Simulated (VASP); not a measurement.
# Sb in VASP: notebook, part 3 of 3

VASP 6.6.1. The steps go on from the part before.

### Step 6. Electric field gradients, PBE (31.79 Å³/atom)

This run uses another cell than the first one, of 31.79 Å³/atom.

Input file INCAR:

```
SYSTEM = Sb
  PREC = Accurate
  ENCUT = 520
  EDIFF = 1E-8
  ISMEAR = -1
  SIGMA = 0.05
  LREAL = .FALSE.
  LASPH = .TRUE.
  NELM = 80
  ALGO = Normal
  ISIF = 2
  LWAVE = .FALSE.
  LCHARG = .FALSE.
  GGA = PE
  LEFG = .TRUE.
  NBANDS = 12
```

Input file KPOINTS:

```
regular mesh
0
G
  9 9 9
  0 0 0
```

Input file POSCAR:

```
Sb
1.0
    2.1927796744      1.2660019353      3.8174304072
   -2.1927796744      1.2660019353      3.8174304072
    0.0000000000     -2.5320038705      3.8174304072
Sb
2
Direct
    0.2336400000      0.2336400000      0.2336400000
    0.7663600000      0.7663600000      0.7663600000
```

Potentials or basis: VASP PAW PBE potentials, release 64 (Sb).

Started as:

```sh
$ cat potpaw_PBE.64/Sb/POTCAR > POTCAR
$ mpirun -np 1 vasp_std > vasp.out
```

OUTCAR:

```text
SYSTEM = Sb
   PREC = Accurate
   ENCUT = 520
   EDIFF = 1E-8
   ISMEAR = -1
   LREAL = .FALSE.
   LASPH = .TRUE.
   NELM = 80
   ISIF = 2
   GGA = PE

 ion  position               nearest neighbor table
   1  0.234  0.234  0.234-   2 2.96   2 2.96   2 2.96   2 3.41   2 3.41   2 3.41
   2  0.766  0.766  0.766-   1 2.96   1 2.96   1 2.96   1 3.41   1 3.41   1 3.41

  LATTYP: Found a trigonal (rhomboedric) cell.
 ALAT       =     4.5808098099
 COS(alpha) =     0.5417151843

  Lattice vectors:

 A1 = (   2.1927796744,   1.2660019353,   3.8174304072)
 A2 = (  -2.1927796744,   1.2660019353,   3.8174304072)
 A3 = (   0.0000000000,  -2.5320038705,   3.8174304072)

Analysis of symmetry for initial positions (statically):
=====================================================================
 Subroutine PRICEL returns:
 Original cell was already a primitive cell.

 Routine SETGRP: Setting up the symmetry group for a
 trigonal (rhombohedral) supercell.

 Subroutine GETGRP returns: Found 12 space group operations
 (whereof 12 operations were pure point group operations)
 out of a pool of 12 trial point group operations.

The static configuration has the point symmetry D_3d.

Analysis of symmetry for dynamics (positions and initial velocities):
=====================================================================
 Subroutine PRICEL returns:
 Original cell was already a primitive cell.

 Routine SETGRP: Setting up the symmetry group for a
 trigonal (rhombohedral) supercell.

 Subroutine GETGRP returns: Found 12 space group operations
 (whereof 12 operations were pure point group operations)
[... 506 lines left out ...]
      3       1.6694      2.00000
      4       3.1932      2.00000
      5       3.2445      2.00000
      6       8.3732      0.00000
      7      11.2450      0.00000
      8      11.8418      0.00000
      9      12.7102      0.00000
     10      15.0886      0.00000
     11      16.0959      0.00000
     12      17.2874      0.00000

 [... further k-points ...]

------------------------ aborting loop because EDIFF is reached ----------------------------------------

  FORCE on cell =-STRESS in cart. coord.  units (eV):
  Direction    XX          YY          ZZ          XY          YZ          ZX
  --------------------------------------------------------------------------------------
  -------------------------------------------------------------------------------------
  Total       -0.0744926     -0.0744926     -0.0393090      0.0000000     -0.0000000      0.0000000
  in kB       -1.8770327     -1.8770327     -0.9904917      0.0000000     -0.0000000      0.0000000
  external PRESSURE =      -1.5815190 kB  Pullay stress =       0.0000000 kB

 VOLUME and BASIS-vectors are now :
 -----------------------------------------------------------------------------
  energy-cutoff  :      520.00
  volume of cell :       63.58
      direct lattice vectors                 reciprocal lattice vectors
     2.192779674  1.266001935  3.817430407     0.228021085  0.131648035  0.087318771
    -2.192779674  1.266001935  3.817430407    -0.228021085  0.131648035  0.087318771
     0.000000000 -2.532003871  3.817430407     0.000000000 -0.263296069  0.087318771

 POSITION                                       TOTAL-FORCE (eV/Angst)
 -----------------------------------------------------------------------------------
      0.00000      0.00000      2.67571         0.000000     -0.000000     -0.052896
      0.00000      0.00000      8.77658         0.000000      0.000000      0.052896
 -----------------------------------------------------------------------------------
    total drift:                                0.000000     -0.000000      0.000000

  FREE ENERGIE OF THE ION-ELECTRON SYSTEM (eV)
  ---------------------------------------------------
  free  energy   TOTEN  =        -8.2816115688 eV

  energy  without entropy=       -8.2804777844  energy(sigma->0) =       -8.28104468

 Electric field gradients (V/A^2)
---------------------------------------------------------------------
 ion       V_xx      V_yy      V_zz      V_xy      V_xz      V_yz
---------------------------------------------------------------------
   1      22.725    22.725   -45.450     0.000     0.000    -0.000
   2      22.725    22.725   -45.450     0.000     0.000    -0.000
---------------------------------------------------------------------

 Electric field gradients after diagonalization (V/A^2)
 (convention: |V_zz| > |V_xx| > |V_yy|)
----------------------------------------------------------------------
 ion       V_xx      V_yy      V_zz     asymmetry (V_yy - V_xx)/ V_zz
----------------------------------------------------------------------
   1      22.725    22.725   -45.450       0.000
   2      22.725    22.725   -45.450       0.000
----------------------------------------------------------------------

           NMR quadrupolar parameters

 Cq : quadrupolar parameter    Cq=e*Q*V_zz/h
 eta: asymmetry parameters     (V_yy - V_xx)/ V_zz
 Q  : nuclear electric quadrupole moment in mb (millibarn)
----------------------------------------------------------------------
 ion       Cq(MHz)       eta       Q (mb)
----------------------------------------------------------------------
   1      -0.110       0.000       1.000
   2      -0.110       0.000       1.000
----------------------------------------------------------------------
```

OSZICAR:

```text
N       E                     dE             d eps       ncg     rms          rms(c)
DAV:   1     0.346859143442E+02    0.34686E+02   -0.35512E+03  2040   0.652E+02
DAV:   2    -0.635362310054E+01   -0.41040E+02   -0.39660E+02  2704   0.105E+02
DAV:   3    -0.826454529517E+01   -0.19109E+01   -0.19026E+01  2504   0.254E+01
DAV:   4    -0.828063641948E+01   -0.16091E-01   -0.16090E-01  2400   0.286E+00
DAV:   5    -0.828085068640E+01   -0.21427E-03   -0.21426E-03  2468   0.355E-01    0.277E+00
DAV:   6    -0.828123308051E+01   -0.38239E-03   -0.22315E-03  2472   0.324E-01    0.167E+00
DAV:   7    -0.828145539922E+01   -0.22232E-03   -0.54672E-03  2412   0.495E-01    0.870E-02
DAV:   8    -0.828158189010E+01   -0.12649E-03   -0.16077E-04  2516   0.769E-02    0.239E-02
DAV:   9    -0.828161046012E+01   -0.28570E-04   -0.40093E-05  2388   0.378E-02    0.428E-03
DAV:  10    -0.828161122676E+01   -0.76664E-06   -0.38339E-06  2480   0.106E-02    0.150E-03
DAV:  11    -0.828161128234E+01   -0.55585E-07   -0.40266E-07  2420   0.405E-03    0.106E-03
DAV:  12    -0.828161155299E+01   -0.27064E-06   -0.54230E-08  2456   0.128E-03    0.158E-04
DAV:  13    -0.828161157074E+01   -0.17750E-07   -0.56026E-09  1816   0.451E-04    0.639E-05
DAV:  14    -0.828161156883E+01    0.19097E-08   -0.49949E-10  1304   0.163E-04
   1 F= -.82816116E+01 E0= -.82810447E+01  d E =-.113378E-02
```

Wall time 29 s (1 thread of AMD EPYC 9R45 (Zen 5), shared host); peak memory 0.2 GiB.

What came out:

```yaml
Free_energy: -8.2816 eV
Pressure: -0.2 GPa
Largest_force: 0.053 eV/Å
Largest_electric_field_gradient_by_atom: Sb -45.5 V/Å²
```

Forces in eV/Å, atoms in the order of the input:
```
Sb   0.000  0.000 -0.053
Sb   0.000  0.000  0.053
```

Levels at points of the mesh, in eV from the Fermi level:
```
           k point  band 2  band 3  band 4  band 5  band 6  band 7  band 8  band 9
(0.00, 0.00, 0.00)   -5.00   -1.87   -1.65   -1.65    2.10    2.66    2.66    5.17
```

Electric field gradients, principal values (V/Å²):
```csv
atom,least,middle,greatest (by size)
1 Sb,22.725,22.725,-45.450
2 Sb,22.725,22.725,-45.450
```

Caveat: without QUAD_EFG the Cq values of the log hold for a quadrupole moment of 1 mb, not for the nuclei; spin-orbit coupling is left out, which moves the levels of the heavy elements.

### Step 7. Single point, PBE

This run uses another cell than the first one, of the same volume but with other edges.

Input file POSCAR:

```
Sb
1.0
    2.1506003320      1.2416496806      3.7440000000
   -2.1506003320      1.2416496806      3.7440000000
    0.0000000000     -2.4832993611      3.7440000000
Sb
2
Direct
    0.2336400000      0.2336400000      0.2336400000
    0.7663600000      0.7663600000      0.7663600000
```

Input file INCAR.step1:

```
SYSTEM = Sb
ALGO = Normal ; EDIFF = 1E-6
ENCUT = 520 ; GGA = PE
ISIF = 2 ; ISMEAR = -1
LASPH = .True. ; LCHARG = .True.
LREAL = .False. ; LWAVE = .False.
NBANDS = 12 ; NELM = 100
PREC = Accurate ; SIGMA = 0.05
```

Input file KPOINTS.step1:

```
k-points
0
Gamma
  9 9 9
  0 0 0
```

Input file INCAR.step2:

```
SYSTEM = Sb
ALGO = Normal ; EDIFF = 1E-6
ENCUT = 520 ; GGA = PE
ICHARG = 11 ; ISIF = 2
ISMEAR = -5 ; LASPH = .True.
LCHARG = .False. ; LORBIT = 11
LREAL = .False. ; LWAVE = .False.
NBANDS = 12 ; NEDOS = 2001
NELM = 100 ; PREC = Accurate
SIGMA = 0.05
```

Input file KPOINTS.step2:

```
k-points
0
Gamma
  14 14 14
  0 0 0
```

Started as:

```sh
$ cat potpaw_PBE.64/Sb/POTCAR > POTCAR
$ cp INCAR.step1 INCAR
$ cp KPOINTS.step1 KPOINTS
$ mpirun -np 1 vasp_std > vasp.out
$ cp INCAR.step2 INCAR
$ cp KPOINTS.step2 KPOINTS
$ mpirun -np 1 vasp_std > vasp.out
```

Run time: 69 s. Hardware: 1 thread of AMD EPYC 9R45 (Zen 5), shared host; peak memory 0.29 GiB.

It converged, with:

- Valence electrons inside the program's atomic spheres: Sb 2.40

Levels at points of the mesh, in eV from the Fermi level:
```tsv
k point	band 2	band 3	band 4	band 5	band 6	band 7	band 8	band 9
(0.00, 0.00, 0.00)	-4.76	-2.08	-1.82	-1.82	2.07	2.71	2.71	5.06
(0.50, 0.00, 0.00)	-9.67	-1.96	-1.83	-0.29	-0.21	0.19	0.48	7.59
(0.50, 0.50, 0.00)	-8.01	-5.48	-3.79	-3.71	1.50	4.98	5.55	7.01
(0.50, 0.50, 0.50)	-9.01	-1.34	-1.34	-0.49	0.11	0.11	1.14	7.02
```

Caveat: spin-orbit coupling is left out, which moves the levels of the heavy elements; tetrahedron occupations give inexact forces and stress in metals.

### Step 8. Summary

| task | cell | k mesh for the DOS | occupations for the DOS | pressure (GPa) | largest force (eV/Å) |
| --- | --- | --- | --- | --- | --- |
| electric field gradients | a = 4.596, b = 4.453, c = 4.431 Å, angles 57.1, 57.7, 56.8°, 2 atoms | - | - | 3.3 | 0.30 |
| electric field gradients | a = 4.552 Å, angles 57.2°, 2 atoms | - | - | 0.8 | 0.04 |
| electric field gradients | a = 4.566 Å, angles 57.2°, 2 atoms | - | - | 0.3 | 0.01 |
| electric field gradients | a = 4.581 Å, angles 57.2°, 2 atoms | - | - | -0.2 | 0.05 |
| single point | a = 4.493 Å, angles 57.2°, 2 atoms | 14 × 14 × 14 | tetrahedron | - | - |

Alike in all rows: level PBE; potentials or basis VASP PAW PBE potentials, release 64 (Sb); no spin polarisation; k mesh 9 × 9 × 9; cutoff (eV) 520; smearing fermi-dirac 0.05 eV.

Caveats: spin-orbit coupling is left out, which moves the levels of the heavy elements; the cell stands under pressure (at least some runs); tetrahedron occupations give inexact forces and stress in metals (at least some runs).

Absolute energies hang on the potentials; compare differences alone.
